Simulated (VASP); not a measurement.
# SrO (I4/mmm) in VASP: a series of runs

Runs on SrO. Level: PBEsol. Tasks: single point.

All numbers are computed with VASP 6.6.1; they aren't measurements. Logs are shortened: lines on timing, memory, paths and dates and some standing lists are left out, and cuts for length are marked.

### Step 1. The cell of the first run

Symmetry: I4/mmm, No. 139, tetragonal system. Conventional cell: a = 3.238 Å, b = 3.238 Å, c = 6.475 Å, α = 90.00°, β = 90.00°, γ = 90.00°. Within 3.0 Å of Sr (site symmetry 4/mmm) lie 4 O at 2.29 Å. Within 3.0 Å of O (site symmetry 4/mmm) lie 4 Sr at 2.29 Å.

### Step 2. Single point, PBEsol

The input, INCAR:

```
  PREC = Accurate
  ENCUT = 520
  EDIFF = 1E-6
  ISMEAR = 0
  SIGMA = 0.05
  LREAL = F
  LASPH = T
  NELM = 60
  ALGO = Normal
  ISIF = 2
  LWAVE = F
  LCHARG = T
  GGA = PS
  LELF = T
  LVHAR = T
  NBANDS = 15
```

The input, KPOINTS:

```
regular mesh
0
Gamma
  8 8 8
```

The input, POSCAR:

```
SrO
1.0
    0.0000000000      2.2895467809      3.2374191482
    2.2895467809      0.0000000000      3.2374191482
    2.2895467809      2.2895467809      0.0000000000
Sr O
1 1
Direct
    0.0000000000      0.0000000000      0.0000000000
    0.5000000000      0.5000000000      0.5000000000
```

Potentials or basis: VASP PAW PBE potentials, release 64 (Sr_sv, O).

Run with:

```bash
cat potpaw_PBE.64/Sr_sv/POTCAR potpaw_PBE.64/O/POTCAR > POTCAR
mpirun -np 1 vasp_std > vasp.out
```

OUTCAR:

```text
PREC = Accurate
   ENCUT = 520
   EDIFF = 1E-6
   ISMEAR = 0
   LREAL = F
   LASPH = T
   NELM = 60
   ISIF = 2
   GGA = PS

 ion  position               nearest neighbor table
   1  0.000  0.000  0.000-   2 2.29   2 2.29   2 2.29   2 2.29   2 3.24   2 3.24
   2  0.500  0.500  0.500-   1 2.29   1 2.29   1 2.29   1 2.29   1 3.24   1 3.24

  LATTYP: Found a body centered tetragonal cell.
 ALAT       =     3.2379081092
 C/A-ratio  =     1.9996979772

  Lattice vectors:

 A1 = (  -2.2895467809,   0.0000000000,   3.2374191482)
 A2 = (   2.2895467809,   0.0000000000,   3.2374191482)
 A3 = (   0.0000000000,   2.2895467809,  -3.2374191482)

Analysis of symmetry for initial positions (statically):
=====================================================================
 Subroutine PRICEL returns:
 Original cell was already a primitive cell.

 Routine SETGRP: Setting up the symmetry group for a
 body centered tetragonal supercell.

 Subroutine GETGRP returns: Found 16 space group operations
 (whereof 16 operations were pure point group operations)
 out of a pool of 16 trial point group operations.

The static configuration has the point symmetry D_4h.

Analysis of symmetry for dynamics (positions and initial velocities):
=====================================================================
 Subroutine PRICEL returns:
 Original cell was already a primitive cell.

 Routine SETGRP: Setting up the symmetry group for a
 body centered tetragonal supercell.

 Subroutine GETGRP returns: Found 16 space group operations
 (whereof 16 operations were pure point group operations)
 out of a pool of 16 trial point group operations.

The dynamic configuration has the point symmetry D_4h.

 Subroutine INISYM returns: Found 16 space group operations
 (whereof 16 operations are pure point group operations),
 and found     1 'primitive' translations

----------------------------------------------------------------------------------------

                                     Primitive cell

  volume of cell :      33.9413

  direct lattice vectors                    reciprocal lattice vectors
     0.000000000  2.289546781  3.237419148    -0.218383832  0.218383832  0.154444011
     2.289546781  0.000000000  3.237419148     0.218383832 -0.218383832  0.154444011
     2.289546781  2.289546781  0.000000000     0.218383832  0.218383832 -0.154444011

  length of vectors
     3.965212126  3.965212126  3.237908109     0.345305588  0.345305588  0.345305588

  position of ions in fractional coordinates (direct lattice)
     0.000000000  0.000000000  0.000000000
     0.500000000  0.500000000  0.500000000

  ion indices of the primitive-cell ions
   primitive index   ion index
                 1           1
                 2           2

----------------------------------------------------------------------------------------

 KPOINTS: regular mesh

Automatic generation of k-mesh.
 Grid dimensions read from file:
 generate k-points for:    8    8    8

 Generating k-lattice:

  Cartesian coordinates                     Fractional coordinates (reciprocal lattice)
    -0.027297979  0.027297979  0.019305501     0.125000000  0.000000000  0.000000000
     0.027297979 -0.027297979  0.019305501     0.000000000  0.125000000  0.000000000
     0.027297979  0.027297979 -0.019305501    -0.000000000 -0.000000000  0.125000000

  Length of vectors
     0.043163198  0.043163198  0.043163198

  Shift w.r.t. Gamma in fractional coordinates (k-lattice)
     0.000000000  0.000000000  0.000000000

 Subroutine IBZKPT returns following result:
 ===========================================

 Found     59 irreducible k-points:

 Following reciprocal coordinates:
            Coordinates               Weight
  0.000000  0.000000  0.000000      1.000000
  0.125000  0.000000  0.000000      8.000000
  0.250000  0.000000  0.000000      8.000000
  0.375000  0.000000  0.000000      8.000000
  0.500000  0.000000  0.000000      4.000000
  0.125000  0.125000  0.000000      2.000000
[... 16 lines left out ...]
  0.250000  0.000000  0.125000     16.000000
  0.375000  0.000000  0.125000     16.000000
 [... further k-points ...]
   k-points           NKPTS =     59   k-points in BZ     NKDIM =     59   number of bands    NBANDS=     15
   number of dos      NEDOS =    301   number of ions     NIONS =      2
   total plane-waves  NPLWV =  21600
   dimension x,y,z NGX =    30 NGY =   30 NGZ =   24
   dimension x,y,z NGXF=    60 NGYF=   60 NGZF=   48
   ions per type =               1   1
   NGX,Y,Z   is equivalent  to a cutoff of  12.58, 12.58, 12.32 a.u.
   NGXF,Y,Z  is equivalent  to a cutoff of  25.16, 25.16, 24.64 a.u.
 SYSTEM =  unknown system
   PREC   = accura    normal or accurate (medium, high low for compatibility)
   ISTART =      0    job   : 0-new  1-cont  2-samecut
   ICHARG =      2    charge: 1-file 2-atom 10-const
   ISPIN  =      1    spin polarized calculation?
   LNONCOLLINEAR =      F non collinear calculations
   LSORBIT =      F    spin-orbit coupling
   LASPH  =      T    aspherical Exc in radial PAW
   ENCUT  =  520.0 eV  38.22 Ry    6.18 a.u.   7.37  7.37  6.02*2*pi/ulx,y,z
   NELM   =     60;   NELMIN=  2; NELMDL= -5     # of ELM steps
   EDIFF  = 0.1E-05   stopping-criterion for ELM
   LREAL  =      F    real-space projection
   EDIFFG = 0.1E-04   stopping-criterion for IOM
   NSW    =      0    number of steps for IOM
   IBRION =     -1    ionic relax: 0-MD 1-quasi-New 2-CG
   NFREE  =      0    steps in history (QN), initial steepest desc. (CG)
   ISIF   =      2    stress and relaxation
   ISYM   =      2    0-nonsym 1-usesym 2-fastsym
   POTIM  = 0.5000    time-step for ionic-motion
   TEBEG  =    0.0;   TEEND  =   0.0 temperature during run
   PSTRESS=    0.0 pullay stress
   NELECT =      16.0000    total number of electrons
   NUPDOWN=      -1.0000    fix difference up-down
   EMIN   =  10.00;   EMAX   =-10.00  energy-range for DOS
   EFERMI =   0.00;   METHOD = LEGACY
   ISMEAR =     0;   SIGMA  =   0.05  broadening in eV -4-tet -1-fermi 0-gaus
   EFERMI_NEDOS =   21; number of points for ismear=-14 and -15
   IALGO  =     38    algorithm
   IMIX   =      4    mixing-type and parameters
     AMIX     =   0.40;   BMIX     =  1.00
     AMIX_MAG =   1.60;   BMIX_MAG =  1.00
  volume/ion in A,a.u.               =      16.97       114.52
  Fermi-wavevector in a.u.,A,eV,Ry     =   1.274106  2.407711 22.086959  1.623346
  Thomas-Fermi vector in A             =   2.406892
   LORBIT       =      0    0 simple, 1 ext, 2 COOP (PROOUT), +10 PAW based schemes
   GGA     = PS    functional components
   LHFCALC =     F    Hartree Fock is set to
   AEXX    =    0.0000 exact exchange contribution
   IVDW    =     0    specifies the selected vdW correction
   LEPSILON=     F    determine dielectric tensor
   LRPA    =     F    only Hartree local field effects (RPA)
 non-spin polarized calculation
 Gauss-broadening in eV      SIGMA  =   0.05
  energy-cutoff  :      520.00
  volume of cell :       33.94
 maximum number of plane-waves:       933
 NGX is ok and might be reduce to    30

 number of electron      16.0000001 magnetization

 Free energy of the ion-electron system (eV)
  ---------------------------------------------------
  ext. energy  EPLUGINS =         0.00000000
  ---------------------------------------------------
  free energy    TOTEN  =       -11.62655031 eV

  energy without entropy =      -11.62655031  energy(sigma->0) =      -11.62655031

 E-fermi :   2.6106     XC(G=0): -10.0640

 val. band max:        2.2870170515   @ k =   0.5000   0.0000   0.5000
 cond. band min:       3.6182308717   @ k =   0.0000   0.0000   0.0000
 fundamental gap:      1.3312138202
 Fermi energy:         2.6105846064

 k-point     1 :       0.0000    0.0000    0.0000
  band No.  band energies     occupation
      1     -30.3501      2.00000
      2     -13.6385      2.00000
      3     -12.3920      2.00000
      4     -11.8876      2.00000
      5     -11.8876      2.00000
      6       1.0441      2.00000
      7       2.0011      2.00000
      8       2.0011      2.00000
      9       3.6182      0.00000
     10       6.3724      0.00000
     11       9.3647      0.00000
     12       9.3647      0.00000
     13      10.9766      0.00000
     14      12.3006      0.00000
     15      15.0473      0.00000

 k-point     2 :       0.1250    0.0000    0.0000
  band No.  band energies     occupation
      1     -30.3172      2.00000
      2     -14.1742      2.00000
      3     -12.4049      2.00000
      4     -11.8471      2.00000
      5     -11.3925      2.00000
      6       0.8039      2.00000
      7       1.5022      2.00000
      8       1.6398      2.00000
      9       4.1487      0.00000
     10       6.9015      0.00000
     11       9.0046      0.00000
     12       9.6000      0.00000
     13      11.5107      0.00000
     14      12.8938      0.00000
     15      16.1180      0.00000

 k-point     3 :       0.2500    0.0000    0.0000
  band No.  band energies     occupation
      1     -30.2361      2.00000
      2     -15.0192      2.00000
      3     -12.4391      2.00000
      4     -11.7463      2.00000
      5     -10.6284      2.00000
      6       0.2157      2.00000
      7       0.6396      2.00000
      8       0.8687      2.00000
      9       5.3714      0.00000
     10       8.0453      0.00000
     11       8.8963      0.00000
     12      10.2488      0.00000
     13      12.6299      0.00000
     14      14.2777      0.00000
     15      16.8385      0.00000
[... 343 lines left out ...]
 k-point    23 :       0.2500    0.0000    0.1250
  band No.  band energies     occupation
      1     -30.2141      2.00000
      2     -14.9974      2.00000
      3     -12.3833      2.00000
      4     -12.1068      2.00000
      5     -10.4747      2.00000
      6       0.0113      2.00000
      7       0.5569      2.00000
      8       1.5131      2.00000
      9       4.9790      0.00000
     10       7.5413      0.00000
     11       8.9229      0.00000
     12      10.5547      0.00000
     13      12.4153      0.00000
     14      14.6763      0.00000
     15      17.3586      0.00000

 k-point    24 :       0.3750    0.0000    0.1250
  band No.  band energies     occupation
      1     -30.1328      2.00000
      2     -15.5212      2.00000
      3     -12.4202      2.00000
      4     -11.9523      2.00000
      5     -10.2641      2.00000
      6      -0.3302      2.00000
      7       0.1835      2.00000
      8       0.7911      2.00000
      9       6.3916      0.00000
     10       7.5578      0.00000
     11      10.6817      0.00000
     12      11.0219      0.00000
     13      13.0982      0.00000
     14      15.2253      0.00000
     15      16.3582      0.00000

 [... further k-points ...]
[... 5 lines left out ...]
  --------------------------------------------------------------------------------------
  -------------------------------------------------------------------------------------
  Total        7.8355955      7.8355955     -1.4899257      0.0000000      0.0000000     -0.0000000
  in kB      369.8746934    369.8746934    -70.3310676      0.0000000      0.0000000     -0.0000000
  external PRESSURE =     223.1394397 kB  Pullay stress =       0.0000000 kB

 VOLUME and BASIS-vectors are now :
 -----------------------------------------------------------------------------
  energy-cutoff  :      520.00
  volume of cell :       33.94
      direct lattice vectors                 reciprocal lattice vectors
     0.000000000  2.289546781  3.237419148    -0.218383832  0.218383832  0.154444011
     2.289546781  0.000000000  3.237419148     0.218383832 -0.218383832  0.154444011
     2.289546781  2.289546781  0.000000000     0.218383832  0.218383832 -0.154444011

 POSITION                                       TOTAL-FORCE (eV/Angst)
 -----------------------------------------------------------------------------------
      0.00000      0.00000      0.00000         0.000000      0.000000     -0.000000
      2.28955      2.28955      3.23742         0.000000      0.000000      0.000000
 -----------------------------------------------------------------------------------
    total drift:                                0.000000      0.000000      0.000000

  FREE ENERGIE OF THE ION-ELECTRON SYSTEM (eV)
  ---------------------------------------------------
  free  energy   TOTEN  =       -11.6265503137 eV

  energy  without entropy=      -11.6265503137  energy(sigma->0) =      -11.62655031
```

Run time: 13 s. Hardware: 1 thread of Intel Xeon 6975P-C (Granite Rapids), shared host; peak memory 0.17 GiB.

What came out:

| Item | Value |
| --- | --- |
| Free energy | -11.6266 eV |
| Pressure | 22.3 GPa |
| Band gap on the k mesh | 1.33 eV, indirect (least direct gap 1.62 eV) |

Caveat: the PAW data sets were made with another functional, which shifts forces and pressure a little.

### Step 3. Single point, PBEsol

This run uses another cell than the first one, of the same volume but with other edges.

The input, INCAR:

```
SYSTEM = SrO
PREC = Accurate
ENCUT = 520
EDIFF = 1E-7
ISMEAR = 0
SIGMA = 0.05
LREAL = .FALSE.
LASPH = .TRUE.
NELM = 80
ALGO = Normal
ISIF = 2
LWAVE = .FALSE.
LCHARG = .FALSE.
GGA = PS
NBANDS = 15
```

The input, KPOINTS:

```
Automatic mesh
0
G
  8 8 8
  0 0 0
```

The input, POSCAR:

```
SrO
1.0
    0.0000000000      2.7128535499      2.3059255175
    2.7128535499      0.0000000000      2.3059255175
    2.7128535499      2.7128535499      0.0000000000
Sr O
1 1
Direct
    0.0000000000      0.0000000000      0.0000000000
    0.5000000000      0.5000000000      0.5000000000
```

Potentials or basis: VASP PAW PBE potentials, release 64 (Sr_sv, O).

Run with:

```bash
cat potpaw_PBE.64/Sr_sv/POTCAR potpaw_PBE.64/O/POTCAR > POTCAR
mpirun -np 1 vasp_std > vasp.out
```

Wall time 15 s (1 thread of Intel Xeon 6975P-C (Granite Rapids), shared host); peak memory 0.17 GiB.

The run converged. Its results:

```
Free energy            : -12.3158 eV
Pressure               : 6.2 GPa
Band gap on the k mesh : 2.14 eV, indirect (least direct gap 2.29 eV)
```

Stress tensor (GPa, compression positive):
```
-4.62  0.00  0.00
 0.00 -4.62  0.00
 0.00  0.00 27.83
```

Levels at points of the mesh, in eV from the valence-band top:
```tsv
k point	band 6	band 7	band 8	band 9	band 10	band 11
(0.00, 0.00, 0.00)	-0.86	-0.86	0.00	2.69	5.32	5.32
(0.50, 0.00, 0.00)	-2.88	-1.95	-1.91	5.79	7.49	8.20
(0.50, 0.50, 0.00)	-0.95	-0.95	-0.14	2.14	7.52	9.68
(0.50, 0.00, 0.50)	-1.35	-0.97	0.00	2.90	6.66	9.12
```

Caveat: the PAW data sets were made with another functional, which shifts forces and pressure a little.

### Step 4. Single point, PBEsol

This run uses another cell than the first one, of the same volume but with other edges.

The input, INCAR:

```
PREC     = Accurate       # precision mode
ENCUT    = 520            # plane-wave cutoff, eV
EDIFF    = 1E-7           # SCF threshold, eV
ISMEAR   = 0              # smearing method
SIGMA    = 0.05           # smearing width, eV
LREAL    = F              # projectors in reciprocal space
LASPH    = T              # aspherical terms in the spheres
NELM     = 80             # most SCF steps
ALGO     = Normal         # electronic algorithm
ISIF     = 2              # what is computed and relaxed
LWAVE    = F              # write WAVECAR
LCHARG   = T              # write CHGCAR
GGA      = PS             # functional
LELF     = T              # ELF
LVHAR    = T            
NBANDS   = 15             # bands
```

The input, KPOINTS:

```
Automatic mesh
0
Gamma
  8 8 8
```

The input, POSCAR:

```
SrO
1.0
    0.0000000000      2.7916938546      2.1775212066
    2.7916938546      0.0000000000      2.1775212066
    2.7916938546      2.7916938546      0.0000000000
Sr O
1 1
Direct
    0.0000000000      0.0000000000      0.0000000000
    0.5000000000      0.5000000000      0.5000000000
```

Run with:

```bash
cat potpaw_PBE.64/Sr_sv/POTCAR potpaw_PBE.64/O/POTCAR > POTCAR
mpirun -np 1 vasp_std > vasp.out
```

Run time: 14 s. Hardware: 1 thread of Intel Xeon 6975P-C (Granite Rapids), shared host; peak memory 0.18 GiB.

Results (log left out):

```yaml
Free_energy: -11.7447 eV
Pressure: 16.1 GPa
Band_gap_on_the_k_mesh: 1.30 eV, indirect (least direct gap 1.35 eV)
```

Stress tensor (GPa, compression positive):
```
-5.20  0.00  0.00
 0.00 -5.20  0.00
 0.00  0.00 58.63
```

Levels at points of the mesh, in eV from the valence-band top:
```csv
k point,band 4,band 5,band 6,band 7,band 8,band 9,band 10,band 11,band 12,band 13
"(0.00, 0.00, 0.00)",-14.97,-14.97,-1.65,-1.65,-0.04,1.52,4.71,4.71,5.48,6.43
"(0.50, 0.00, 0.00)",-15.21,-12.56,-3.57,-2.80,-2.74,5.05,6.63,7.57,8.16,10.23
"(0.50, 0.50, 0.00)",-15.64,-15.64,-1.72,-1.72,-0.05,1.30,7.32,9.22,9.38,9.64
"(0.50, 0.00, 0.50)",-15.59,-15.06,-2.12,-1.76,0.00,2.59,5.48,8.01,8.57,9.88
```

Caveat: the PAW data sets were made with another functional, which shifts forces and pressure a little.

### Step 5. Single point, PBEsol

This run uses another cell than the first one, of the same volume but with other edges.

The input, INCAR:

```
SYSTEM = SrO
PREC = Accurate ; ENCUT = 520
EDIFF = 1E-6 ; ISMEAR = 0
SIGMA = 0.05 ; LREAL = .FALSE.
LASPH = .TRUE. ; NELM = 100
ALGO = Normal ; ISIF = 2
LWAVE = .FALSE. ; LCHARG = .FALSE.
GGA = PS ; NBANDS = 15
```

The input, KPOINTS:

```
Automatic mesh
0
G
  8 8 8
  0 0 0
```

The input, POSCAR:

```
SrO
1.0
    0.0000000000      2.3546057885      3.0609875251
    2.3546057885      0.0000000000      3.0609875251
    2.3546057885      2.3546057885      0.0000000000
Sr O
1 1
Direct
    0.0000000000      0.0000000000      0.0000000000
    0.5000000000      0.5000000000      0.5000000000
```

Run with:

```bash
cat potpaw_PBE.64/Sr_sv/POTCAR potpaw_PBE.64/O/POTCAR > POTCAR
mpirun -np 1 vasp_std > vasp.out
```

It took 15 s on 1 thread of Intel Xeon 6975P-C (Granite Rapids), shared host; peak memory 0.18 GiB.

It converged, with:

| Item | Value |
| --- | --- |
| Free energy | -12.0697 eV |
| Pressure | 12.9 GPa |
| Band gap on the k mesh | 2.14 eV, indirect (least direct gap 2.28 eV) |

Stress tensor (GPa, compression positive):
```
23.28  0.00  0.00
 0.00 23.28  0.00
 0.00  0.00 -7.80
```

Levels at points of the mesh, in eV from the valence-band top:
```tsv
k point	band 5	band 6	band 7	band 8	band 9	band 10	band 11	band 12
(0.00, 0.00, 0.00)	-14.06	-0.87	-0.14	-0.14	2.14	4.62	6.84	6.84
(0.50, 0.00, 0.00)	-12.31	-2.75	-1.92	-1.90	5.74	7.31	8.84	9.11
(0.50, 0.50, 0.00)	-14.20	-1.60	-0.17	-0.17	3.28	8.04	8.37	10.33
(0.50, 0.00, 0.50)	-14.50	-1.03	-0.17	0.00	2.77	6.91	8.54	9.59
```

Caveat: the PAW data sets were made with another functional, which shifts forces and pressure a little. A k mesh can miss the band edges.

[end of part 1 of 2]
